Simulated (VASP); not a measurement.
# MgO (P6_3mc) in VASP: further runs, part 2 of 2

VASP 6.6.1.

### Step 3. Single point, r2SCAN

The input, POSCAR:

```
MgO
1.0
    3.2466324030      0.0000000000      0.0000000000
   -1.6233162015      2.8116661377      0.0000000000
    0.0000000000      0.0000000000     10.3956307513
Mg O
4 4
Direct
    0.0000000000      0.0000000000     -0.0021419911
    0.3333333333      0.6666666667      0.2492181640
    0.0000000000      0.0000000000      0.4978580089
    0.6666666667      0.3333333333      0.7492181640
    0.0000000000      0.0000000000      0.1891471549
    0.3333333333      0.6666666667      0.4387766722
    0.0000000000      0.0000000000      0.6891471549
    0.6666666667      0.3333333333      0.9387766722
```

The input, INCAR.step1:

```
PREC = Accurate ; ENCUT = 520
ISMEAR = 0 ; SIGMA = 0.01
LREAL = F ; LASPH = T
NELM = 60 ; NBANDS = 26
GGA = PE ; ALGO = Normal
EDIFF = 1E-4 ; LWAVE = T
LCHARG = F
```

The input, INCAR.step2:

```
PREC = Accurate ; ENCUT = 520
EDIFF = 1E-6 ; ISMEAR = 0
SIGMA = 0.01 ; LREAL = F
LASPH = T ; NELM = 60
ALGO = Normal ; ISIF = 2
LWAVE = F ; LCHARG = F
METAGGA = R2SCAN ; LMIXTAU = T
NBANDS = 26 ; ISTART = 1
```

The input, KPOINTS:

```
regular mesh
0
Gamma
  12 12 4
```

Potentials or basis: VASP PAW PBE potentials, release 64 (Mg, O).

The run is started by

```sh
> cat potpaw_PBE.64/Mg/POTCAR potpaw_PBE.64/O/POTCAR > POTCAR
> cp INCAR.step1 INCAR
> mpirun -np 1 vasp_std > vasp.out
> cp INCAR.step2 INCAR
> mpirun -np 1 vasp_std > vasp.out
```

OUTCAR:

```text
PREC = Accurate
   ENCUT = 520
   EDIFF = 1E-6
   ISMEAR = 0
   LREAL = F
   LASPH = T
   NELM = 60
   ISIF = 2
   METAGGA = R2SCAN
   ISTART = 1

 ion  position               nearest neighbor table
   1  0.000  0.000  0.998-   8 1.97   8 1.97   8 1.97   5 1.99   4 3.19   4 3.19   4 3.19   2 3.22
                             2 3.22   2 3.22
   2  0.333  0.667  0.249-   6 1.97   5 1.98   5 1.98   5 1.98   3 3.19   3 3.19   3 3.19   1 3.22
                             1 3.22   1 3.22
   3  0.000  0.000  0.498-   6 1.97   6 1.97   6 1.97   7 1.99   2 3.19   2 3.19   2 3.19   4 3.22
                             4 3.22   4 3.22
   4  0.667  0.333  0.749-   8 1.97   7 1.98   7 1.98   7 1.98   1 3.19   1 3.19   1 3.19   3 3.22
                             3 3.22   3 3.22
   5  0.000  0.000  0.189-   2 1.98   2 1.98   2 1.98   1 1.99
   6  0.333  0.667  0.439-   2 1.97   3 1.97   3 1.97   3 1.97
   7  0.000  0.000  0.689-   4 1.98   4 1.98   4 1.98   3 1.99
   8  0.667  0.333  0.939-   4 1.97   1 1.97   1 1.97   1 1.97

  LATTYP: Found a hexagonal cell.
 ALAT       =     3.2466324030
 C/A-ratio  =     3.2019734485

  Lattice vectors:

 A1 = (   3.2466324030,   0.0000000000,   0.0000000000)
 A2 = (  -1.6233162015,   2.8116661377,   0.0000000000)
 A3 = (   0.0000000000,   0.0000000000,  10.3956307513)

Analysis of symmetry for initial positions (statically):
=====================================================================
 Subroutine PRICEL returns:
 Original cell was already a primitive cell.

 Routine SETGRP: Setting up the symmetry group for a
 hexagonal supercell.

 Subroutine GETGRP returns: Found 12 space group operations
 (whereof  6 operations were pure point group operations)
 out of a pool of 24 trial point group operations.

The static configuration has the point symmetry C_3v.
 The point group associated with its full space group is C_6v.

Analysis of symmetry for dynamics (positions and initial velocities):
=====================================================================
 Subroutine PRICEL returns:
 Original cell was already a primitive cell.

 Routine SETGRP: Setting up the symmetry group for a
 hexagonal supercell.

 Subroutine GETGRP returns: Found 12 space group operations
 (whereof  6 operations were pure point group operations)
 out of a pool of 24 trial point group operations.

The dynamic configuration has the point symmetry C_3v.
 The point group associated with its full space group is C_6v.

 Subroutine INISYM returns: Found 12 space group operations
 (whereof  6 operations are pure point group operations),
 and found     1 'primitive' translations

----------------------------------------------------------------------------------------

                                     Primitive cell

  volume of cell :      94.8960

  direct lattice vectors                    reciprocal lattice vectors
     3.246632403  0.000000000  0.000000000     0.308011464  0.177830502  0.000000000
    -1.623316202  2.811666138  0.000000000     0.000000000  0.355661003  0.000000000
     0.000000000  0.000000000 10.395630751     0.000000000  0.000000000  0.096194259

  length of vectors
     3.246632403  3.246632403 10.395630751     0.355661003  0.355661003  0.096194259

  position of ions in fractional coordinates (direct lattice)
     0.000000000  0.000000000  0.997858009
[... 46 lines left out ...]
            Coordinates               Weight
  0.000000  0.000000  0.000000      1.000000
  0.083333  0.000000  0.000000      6.000000
  0.166667  0.000000  0.000000      6.000000
  0.250000  0.000000  0.000000      6.000000
  0.333333  0.000000  0.000000      6.000000
  0.416667  0.000000  0.000000      6.000000
[... 16 lines left out ...]
  0.250000  0.000000  0.250000     12.000000
  0.333333  0.000000  0.250000     12.000000
 [... further k-points ...]
   k-points           NKPTS =     57   k-points in BZ     NKDIM =     57   number of bands    NBANDS=     26
   number of dos      NEDOS =    301   number of ions     NIONS =      8
   total plane-waves  NPLWV =  46080
   dimension x,y,z NGX =    24 NGY =   24 NGZ =   80
   dimension x,y,z NGXF=    48 NGYF=   48 NGZF=  160
   ions per type =               4   4
   NGX,Y,Z   is equivalent  to a cutoff of  12.29, 12.29, 12.79 a.u.
   NGXF,Y,Z  is equivalent  to a cutoff of  24.58, 24.58, 25.59 a.u.
 SYSTEM =  unknown system
   PREC   = accura    normal or accurate (medium, high low for compatibility)
   ISTART =      1    job   : 0-new  1-cont  2-samecut
   ICHARG =      0    charge: 1-file 2-atom 10-const
   ISPIN  =      1    spin polarized calculation?
   LNONCOLLINEAR =      F non collinear calculations
   LSORBIT =      F    spin-orbit coupling
   LASPH  =      T    aspherical Exc in radial PAW
   ENCUT  =  520.0 eV  38.22 Ry    6.18 a.u.   6.04  6.04 19.33*2*pi/ulx,y,z
   NELM   =     60;   NELMIN=  2; NELMDL=  0     # of ELM steps
   EDIFF  = 0.1E-05   stopping-criterion for ELM
   LREAL  =      F    real-space projection
   EDIFFG = 0.1E-04   stopping-criterion for IOM
   NSW    =      0    number of steps for IOM
   IBRION =     -1    ionic relax: 0-MD 1-quasi-New 2-CG
   NFREE  =      0    steps in history (QN), initial steepest desc. (CG)
   ISIF   =      2    stress and relaxation
   ISYM   =      2    0-nonsym 1-usesym 2-fastsym
   POTIM  = 0.5000    time-step for ionic-motion
   TEBEG  =    0.0;   TEEND  =   0.0 temperature during run
   PSTRESS=    0.0 pullay stress
   NELECT =      32.0000    total number of electrons
   NUPDOWN=      -1.0000    fix difference up-down
   EMIN   =  10.00;   EMAX   =-10.00  energy-range for DOS
   EFERMI =   0.00;   METHOD = LEGACY
   ISMEAR =     0;   SIGMA  =   0.01  broadening in eV -4-tet -1-fermi 0-gaus
   EFERMI_NEDOS =   21; number of points for ismear=-14 and -15
   IALGO  =     38    algorithm
   IMIX   =      4    mixing-type and parameters
     AMIX     =   0.40;   BMIX     =  1.00
     AMIX_MAG =   1.60;   BMIX_MAG =  1.00
  volume/ion in A,a.u.               =      11.86        80.05
  Fermi-wavevector in a.u.,A,eV,Ry     =   1.139486  2.153316 17.666184  1.298428
  Thomas-Fermi vector in A             =   2.276189
   LORBIT       =      0    0 simple, 1 ext, 2 COOP (PROOUT), +10 PAW based schemes
   METAGGA = R2SCAN    functional components
   LHFCALC =     F    Hartree Fock is set to
   AEXX    =    0.0000 exact exchange contribution
   IVDW    =     0    specifies the selected vdW correction
   LEPSILON=     F    determine dielectric tensor
   LRPA    =     F    only Hartree local field effects (RPA)
 non-spin polarized calculation
 Gauss-broadening in eV      SIGMA  =   0.01
  energy-cutoff  :      520.00
  volume of cell :       94.90
 maximum number of plane-waves:      2592
   NGX = 13   NGY = 13   NGZ = 39

 number of electron      32.0000020 magnetization

 Free energy of the ion-electron system (eV)
  ---------------------------------------------------
  ext. energy  EPLUGINS =         0.00000000
  ---------------------------------------------------
  free energy    TOTEN  =       -63.54314198 eV

  energy without entropy =      -63.54314198  energy(sigma->0) =      -63.54314198

 E-fermi :   0.5066     XC(G=0): -10.1726

 val. band max:        0.4533272090   @ k =   0.0000   0.0000   0.0000
 cond. band min:       4.7476114920   @ k =   0.0000   0.0000   0.0000
 fundamental gap:      4.2942842830
 Fermi energy:         0.5065552214

 k-point     1 :       0.0000    0.0000    0.0000
  band No.  band energies     occupation
      1     -16.4804      2.00000
      2     -16.1605      2.00000
      3     -16.1471      2.00000
      4     -15.8020      2.00000
      5      -2.6352      2.00000
      6      -1.4328      2.00000
[... 685 lines left out ...]
     25      14.7024      0.00000
     26      14.9971      0.00000

 [... further k-points ...]
[... 5 lines left out ...]
  --------------------------------------------------------------------------------------
  -------------------------------------------------------------------------------------
  Total       -0.3238597     -0.3238597     -0.3073482      0.0000000      0.0000000      0.0000000
  in kB       -5.4678906     -5.4678906     -5.1891174      0.0000000      0.0000000      0.0000000
  external PRESSURE =      -5.3749662 kB  Pullay stress =       0.0000000 kB

 VOLUME and BASIS-vectors are now :
 -----------------------------------------------------------------------------
  energy-cutoff  :      520.00
  volume of cell :       94.90
      direct lattice vectors                 reciprocal lattice vectors
     3.246632403  0.000000000  0.000000000     0.308011464  0.177830502  0.000000000
    -1.623316202  2.811666138  0.000000000     0.000000000  0.355661003  0.000000000
     0.000000000  0.000000000 10.395630751     0.000000000  0.000000000  0.096194259

 POSITION                                       TOTAL-FORCE (eV/Angst)
 -----------------------------------------------------------------------------------
      0.00000      0.00000     10.37336         0.000000     -0.000000      0.002741
     -0.00000      1.87444      2.59078         0.000000     -0.000000     -0.001409
      0.00000      0.00000      5.17555        -0.000000     -0.000000      0.002741
      1.62332      0.93722      7.78860        -0.000000      0.000000     -0.001409
      0.00000      0.00000      1.96630         0.000000      0.000000     -0.001144
     -0.00000      1.87444      4.56136        -0.000000     -0.000000     -0.000187
      0.00000      0.00000      7.16412         0.000000     -0.000000     -0.001144
      1.62332      0.93722      9.75918         0.000000     -0.000000     -0.000187
 -----------------------------------------------------------------------------------
    total drift:                                0.000001      0.000002     -0.024520

  FREE ENERGIE OF THE ION-ELECTRON SYSTEM (eV)
  ---------------------------------------------------
  free  energy   TOTEN  =       -63.5431419839 eV

  energy  without entropy=      -63.5431419839  energy(sigma->0) =      -63.54314198
```

It took 10 min on 1 thread of AMD EPYC 7R43 (Zen 3), shared host; peak memory 0.25 GiB.

Results:

* Free energy: -63.5431 eV
* Pressure: -0.5 GPa
* Band gap on the k mesh: 4.29 eV, direct

Forces in eV/Å, atoms in the order of the input:
```
Mg   0.000  0.000  0.003
Mg   0.000  0.000 -0.001
Mg   0.000  0.000  0.003
Mg   0.000  0.000 -0.001
O    0.000  0.000 -0.001
O    0.000  0.000  0.000
O    0.000  0.000 -0.001
O    0.000  0.000  0.000
```

Levels at points of the mesh, in eV from the valence-band top:
| k point | band 14 | band 15 | band 16 | band 17 | band 18 | band 19 |
| --- | --- | --- | --- | --- | --- | --- |
| (0.00, 0.00, 0.00) | -0.12 | -0.12 | 0.00 | 4.29 | 6.66 | 6.76 |
| (0.50, 0.00, 0.00) | -0.58 | -0.31 | -0.28 | 7.46 | 7.81 | 9.14 |
| (0.00, 0.00, 0.50) | -0.16 | -0.16 | -0.16 | 5.11 | 5.11 | 8.37 |
| (0.50, 0.00, 0.50) | -0.56 | -0.38 | -0.38 | 7.71 | 7.71 | 9.05 |

Caveat: the PAW data sets were made with another functional, which shifts forces and pressure a little.
